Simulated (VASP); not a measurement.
Here is a VASP 6.6.1 calculation.

INCAR

```
PREC     = Accurate       # precision mode
ENCUT    = 520            # plane-wave cutoff, eV
EDIFF    = 1E-6           # SCF threshold, eV
ISMEAR   = 0              # smearing method
SIGMA    = 0.1            # smearing width, eV
LREAL    = F              # projectors in reciprocal space
LASPH    = T              # aspherical terms in the spheres
NELM     = 80             # most SCF steps
ALGO     = Normal         # electronic algorithm
ISIF     = 2              # what is computed and relaxed
LWAVE    = F              # write WAVECAR
LCHARG   = F              # write CHGCAR
GGA      = PE             # functional
NBANDS   = 18             # bands
ISYM     = 0
```

The input KPOINTS:

```
Automatic mesh
0
Gamma
  7 5 4
```

POSCAR

```
Ag
1.0
    2.9222991408      0.0000000000      0.0000000000
   -1.4611495704      2.5307852934      0.0000000000
    0.0000000000      0.0000000000      4.7016618100
Ag
2
Direct
    0.3333333333      0.6666666667      0.2500000000
    0.6666666667      0.3333333333      0.7500000000
```

Potentials or basis: VASP PAW PBE potentials, release 64 (Ag).

Command:

```bash
$ cat potpaw_PBE.64/Ag/POTCAR > POTCAR
$ mpirun -np 1 vasp_std > vasp.out
```

(1) Predict the band gap on the k mesh.

(2) What does it give for the pressure?

(3) Estimate the largest force.

## Answers

(1) zero (band 11 reaches 11.20 eV, above the bottom of band 12 at 4.76 eV).

(2) 2.3 GPa.

(3) 0.018 eV/Å.

Caveat: the k points lie up to 0.50 Å⁻¹ apart.
